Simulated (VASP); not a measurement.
# SiRu6 in VASP: notebook, part 2 of 2

VASP 6.6.1. The steps go on from the part before.

### 3 Single point, PBE

File INCAR:

```
  PREC = Accurate
  ENCUT = 520
  EDIFF = 1E-6
  ISMEAR = 0
  SIGMA = 0.1
  LREAL = F
  LASPH = T
  NELM = 60
  ALGO = Normal
  ISIF = 2
  LWAVE = F
  LCHARG = F
  LDIPOL = T
  IDIPOL = 3
  DIPOL = 0.5 0.5 0.352
  GGA = PE
  NBANDS = 53
```

File KPOINTS:

```
Automatic mesh
0
Gamma
  10 6 1
```

File POSCAR:

```
SiRu6
1.0
    2.7197977462      0.0000000000      0.0000000000
    0.0000000000      4.2966597640      0.0000000000
    0.0000000000      0.0000000000     20.8383397414
Ru Si
6 1
Direct
    0.0000000000      0.7500000000      0.1919538720
    0.5000000000      0.2500000000      0.2296314409
    0.5000000000      0.7500000000      0.3049865786
    0.0000000000      0.2500000000      0.3407382302
    0.0000000000      0.7500000000      0.4168575075
    0.5000000000      0.2500000000      0.4481326179
    0.6666666667      0.5500000000      0.5336040562
```

Potentials or basis: VASP PAW PBE potentials, release 64 (Ru_pv, Si).

Started as:

```sh
$ cat potpaw_PBE.64/Ru_pv/POTCAR potpaw_PBE.64/Si/POTCAR > POTCAR
$ mpirun -np 1 vasp_std > vasp.out
```

OUTCAR:

```text
PREC = Accurate
   ENCUT = 520
   EDIFF = 1E-6
   ISMEAR = 0
   LREAL = F
   LASPH = T
   NELM = 60
   ISIF = 2
   GGA = PE

 ion  position               nearest neighbor table
   1  0.000  0.750  0.192-   2 2.66   2 2.66   2 2.66   2 2.66   3 2.72   3 2.72
   2  0.500  0.250  0.230-   3 2.66   3 2.66   1 2.66   1 2.66   1 2.66   1 2.66   4 2.69   4 2.69

   3  0.500  0.750  0.305-   4 2.65   4 2.65   4 2.65   4 2.65   2 2.66   2 2.66   5 2.70   5 2.70
                             1 2.72   1 2.72
   4  0.000  0.250  0.341-   6 2.62   6 2.62   3 2.65   3 2.65   3 2.65   3 2.65   5 2.67   5 2.67
                             2 2.69   2 2.69
   5  0.000  0.750  0.417-   6 2.62   6 2.62   6 2.62   6 2.62   4 2.67   4 2.67   3 2.70   3 2.70
                             7 2.73   7 3.15
   6  0.500  0.250  0.448-   7 2.24   4 2.62   4 2.62   5 2.62   5 2.62   5 2.62   5 2.62   7 3.16

   7  0.667  0.550  0.534-   6 2.24   5 2.73   5 3.15   6 3.16

  LATTYP: Found a simple orthorhombic cell.
 ALAT       =     2.7197977462
 B/A-ratio  =     1.5797717937
 C/A-ratio  =     7.6617240273

  Lattice vectors:

 A1 = (   2.7197977462,   0.0000000000,   0.0000000000)
 A2 = (   0.0000000000,   4.2966597640,   0.0000000000)
 A3 = (   0.0000000000,   0.0000000000,  20.8383397414)

Analysis of symmetry for initial positions (statically):
=====================================================================
 Subroutine PRICEL returns:
 Original cell was already a primitive cell.

 Routine SETGRP: Setting up the symmetry group for a
 simple orthorhombic supercell.

 Subroutine GETGRP returns: Found  1 space group operations
 (whereof  1 operations were pure point group operations)
 out of a pool of  8 trial point group operations.

The static configuration has the point symmetry C_1 .

Analysis of symmetry for dynamics (positions and initial velocities):
=====================================================================
 Subroutine PRICEL returns:
 Original cell was already a primitive cell.

 Routine SETGRP: Setting up the symmetry group for a
 simple orthorhombic supercell.

 Subroutine GETGRP returns: Found  1 space group operations
 (whereof  1 operations were pure point group operations)
 out of a pool of  8 trial point group operations.

The dynamic configuration has the point symmetry C_1 .

 Subroutine INISYM returns: Found  1 space group operations
 (whereof  1 operations are pure point group operations),
 and found     1 'primitive' translations

----------------------------------------------------------------------------------------

                                     Primitive cell

  volume of cell :     243.5178

  direct lattice vectors                    reciprocal lattice vectors
     2.719797746  0.000000000  0.000000000     0.367674398  0.000000000  0.000000000
     0.000000000  4.296659764  0.000000000     0.000000000  0.232738931  0.000000000
     0.000000000  0.000000000 20.838339741     0.000000000  0.000000000  0.047988468

  length of vectors
     2.719797746  4.296659764 20.838339741     0.367674398  0.232738931  0.047988468

  position of ions in fractional coordinates (direct lattice)
     0.000000000  0.750000000  0.191953872
     0.500000000  0.250000000  0.229631441
     0.500000000  0.750000000  0.304986579
     0.000000000  0.250000000  0.340738230
[... 69 lines left out ...]
   total plane-waves  NPLWV = 102400
   dimension x,y,z NGX =    20 NGY =   32 NGZ =  160
   dimension x,y,z NGXF=    40 NGYF=   64 NGZF=  320
   ions per type =               6   1
   NGX,Y,Z   is equivalent  to a cutoff of  12.22, 12.38, 12.76 a.u.
   NGXF,Y,Z  is equivalent  to a cutoff of  24.45, 24.76, 25.53 a.u.
 SYSTEM =  unknown system
   PREC   = accura    normal or accurate (medium, high low for compatibility)
   ISTART =      0    job   : 0-new  1-cont  2-samecut
   ICHARG =      2    charge: 1-file 2-atom 10-const
   ISPIN  =      1    spin polarized calculation?
   LNONCOLLINEAR =      F non collinear calculations
   LSORBIT =      F    spin-orbit coupling
   LASPH  =      T    aspherical Exc in radial PAW
   ENCUT  =  520.0 eV  38.22 Ry    6.18 a.u.   5.06  7.99 38.75*2*pi/ulx,y,z
   NELM   =     60;   NELMIN=  2; NELMDL= -5     # of ELM steps
   EDIFF  = 0.1E-05   stopping-criterion for ELM
   LREAL  =      F    real-space projection
   EDIFFG = 0.1E-04   stopping-criterion for IOM
   NSW    =      0    number of steps for IOM
   IBRION =     -1    ionic relax: 0-MD 1-quasi-New 2-CG
   NFREE  =      0    steps in history (QN), initial steepest desc. (CG)
   ISIF   =      2    stress and relaxation
   ISYM   =      2    0-nonsym 1-usesym 2-fastsym
   POTIM  = 0.5000    time-step for ionic-motion
   TEBEG  =    0.0;   TEEND  =   0.0 temperature during run
   PSTRESS=    0.0 pullay stress
   NELECT =      88.0000    total number of electrons
   NUPDOWN=      -1.0000    fix difference up-down
   EMIN   =  10.00;   EMAX   =-10.00  energy-range for DOS
   EFERMI =   0.00;   METHOD = LEGACY
   ISMEAR =     0;   SIGMA  =   0.10  broadening in eV -4-tet -1-fermi 0-gaus
   EFERMI_NEDOS =   21; number of points for ismear=-14 and -15
   IALGO  =     38    algorithm
   IMIX   =      4    mixing-type and parameters
     AMIX     =   0.40;   BMIX     =  1.00
     AMIX_MAG =   1.60;   BMIX_MAG =  1.00
  volume/ion in A,a.u.               =      34.79       234.76
  Fermi-wavevector in a.u.,A,eV,Ry     =   1.166072  2.203557 18.500178  1.359725
  Thomas-Fermi vector in A             =   2.302590
   LORBIT       =      0    0 simple, 1 ext, 2 COOP (PROOUT), +10 PAW based schemes
   GGA     = PE    functional components
   LHFCALC =     F    Hartree Fock is set to
   AEXX    =    0.0000 exact exchange contribution
   IVDW    =     0    specifies the selected vdW correction
   LEPSILON=     F    determine dielectric tensor
   LRPA    =     F    only Hartree local field effects (RPA)
 non-spin polarized calculation
 Gauss-broadening in eV      SIGMA  =   0.10
  energy-cutoff  :      520.00
  volume of cell :      243.52
 maximum number of plane-waves:      6614
   NGX = 11   NGY = 15   NGZ = 77

 dipolmoment           0.000000      0.000000     -0.000152 electrons x Angstroem

 number of electron      88.0000040 magnetization

 dipolmoment           0.000000      0.000000      0.001172 electrons x Angstroem

 Free energy of the ion-electron system (eV)
  ---------------------------------------------------
  ext. energy  EPLUGINS =         0.00000000
  ---------------------------------------------------
  free energy    TOTEN  =       -56.99033083 eV

  energy without entropy =      -56.95065817  energy(sigma->0) =      -56.97049450

 E-fermi :   2.0383     XC(G=0):  -6.4500

 val. band max:        2.0333049365   @ k =   0.1000   0.5000   0.0000
 cond. band min:       2.0496792992   @ k =   0.4000  -0.3333   0.0000
 fundamental gap:      0.0163743627
 Fermi energy:         2.0382638206

 k-point     1 :       0.0000    0.0000    0.0000
  band No.  band energies     occupation
      1     -41.5655      2.00000
      2     -41.3308      2.00000
      3     -41.2740      2.00000
      4     -41.1785      2.00000
      5     -41.1008      2.00000
      6     -40.9549      2.00000
[... 1333 lines left out ...]
     52       3.7784      0.00000
     53       4.6049      0.00000

 [... further k-points ...]

------------------------ aborting loop because EDIFF is reached ----------------------------------------

 vacuum level on the upper side and lower side of the slab       (xc-potential included)        -0.165        -0.140

  FORCE on cell =-STRESS in cart. coord.  units (eV):
  Direction    XX          YY          ZZ          XY          YZ          ZX
  --------------------------------------------------------------------------------------
  -------------------------------------------------------------------------------------
  Total       -3.5268415     -0.7842332     -0.5010358      0.7054790      1.9542156      0.9846217
  in kB      -23.2041595     -5.1597081     -3.2964664      4.6415600     12.8573767      6.4781248
  external PRESSURE =     -10.5534447 kB  Pullay stress =       0.0000000 kB

 VOLUME and BASIS-vectors are now :
 -----------------------------------------------------------------------------
  energy-cutoff  :      520.00
  volume of cell :      243.52
      direct lattice vectors                 reciprocal lattice vectors
     2.719797746  0.000000000  0.000000000     0.367674398  0.000000000  0.000000000
     0.000000000  4.296659764  0.000000000     0.000000000  0.232738931  0.000000000
     0.000000000  0.000000000 20.838339741     0.000000000  0.000000000  0.047988468

 POSITION                                       TOTAL-FORCE (eV/Angst)
 -----------------------------------------------------------------------------------
      0.00000      3.22249      4.00000         0.014498      0.039793      0.852200
      1.35990      1.07416      4.78514         0.025489     -0.091852     -0.513730
      1.35990      3.22249      6.35541        -0.012551     -0.081220     -0.242984
      0.00000      1.07416      7.10042        -0.109133      0.234545     -0.516892
      0.00000      3.22249      8.68662        -0.087849      0.074701      0.242991
      1.35990      1.07416      9.33834        -0.301733     -1.343748      0.142711
      1.81320      2.36316     11.11942         0.471278      1.167781      0.035703
 -----------------------------------------------------------------------------------
    total drift:                                0.000066      0.000052      0.000418

  FREE ENERGIE OF THE ION-ELECTRON SYSTEM (eV)
  ---------------------------------------------------
  free  energy   TOTEN  =       -56.9903308341 eV

  energy  without entropy=      -56.9506581730  energy(sigma->0) =      -56.97049450

 vacuum level on the upper side and lower side of the slab         6.687         6.742
```

Run time: 8.3 min. Hardware: 1 thread of Intel Xeon Platinum 8488C (Sapphire Rapids), shared host; peak memory 0.48 GiB.

Results:

| Property | Result |
| --- | --- |
| Free energy | -56.9903 eV |
| Largest force | 1.385 eV/Å |
| Band gap on the k mesh | zero (bands 44 and 45 overlap by 1.24 eV) |

Forces in eV/Å, atoms in the order of the input:
```
Ru   0.014  0.040  0.852
Ru   0.025 -0.092 -0.514
Ru  -0.013 -0.081 -0.243
Ru  -0.109  0.235 -0.517
Ru  -0.088  0.075  0.243
Ru  -0.302 -1.344  0.143
Si   0.471  1.168  0.036
```

Levels at points of the mesh, in eV from the Fermi level:
| k point | band 42 | band 43 | band 44 | band 45 | band 46 | band 47 |
| --- | --- | --- | --- | --- | --- | --- |
| (0.00, 0.00, 0.00) | -1.20 | -0.97 | -0.69 | -0.56 | -0.18 | -0.07 |
| (0.50, 0.00, 0.00) | 0.04 | 0.13 | 0.45 | 0.85 | 0.99 | 1.34 |
| (0.00, 0.50, 0.00) | -0.96 | -0.75 | -0.19 | 0.20 | 0.34 | 0.44 |
| (0.50, 0.50, 0.00) | -0.08 | 0.36 | 0.64 | 0.86 | 1.04 | 1.18 |

The gap in the log of VASP goes by the Fermi energy; the results here count the filled bands.